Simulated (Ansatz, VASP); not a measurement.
# Ga2Sb2CO: VASP beside Ansatz

```
Sb Ga O C
1.0
     4.33438    0.00000    0.00000
    -2.16719    3.75368    0.00000
     0.00000    0.00000   23.31974
Sb Ga O C
2 2 1 1
Direct
  0.00000 0.00000 0.17153
  0.33333 0.66667 0.33016
  0.33333 0.66667 0.20947
  0.66667 0.33333 0.36320
  0.55556 0.55556 0.49614
  0.55556 0.55556 0.54545
```

Alike in both runs: task single point; functional PBE; dispersion D3(BJ); k mesh 6 × 6 × 1; occupations gaussian, width 0.1 eV; no spin polarisation.

|  | VASP | Ansatz |
| --- | --- | --- |
| version | VASP 6.6.1 | Ansatz 0.2.0 |
| potentials or method | VASP PAW PBE potentials, release 64 (Sb, Ga_d, O, C), cutoff 520 eV | scalar-relativistic, plane waves, PAW |
| valence electrons in the cell | 46 | 66 |

```tsv
	VASP	Ansatz	Ansatz less VASP
gap on the k mesh at the Fermi level (eV)	0.04	0.03	-0.004
least direct gap on the mesh (eV)	0.13	0.13	+0.004
rms of the force components (eV/Å)	0.230	0.499	+0.2689
```

One of these differences is far larger than is usual between the two programs; its cause wasn't traced. VASP's potentials hold 46 valence electrons a cell and Ansatz's 66, so a difference there can come from the potentials and not from the codes.

Spin-orbit coupling is off throughout. Noted on VASP's run: the standard files for N, O and F lose accuracy on very short bonds.
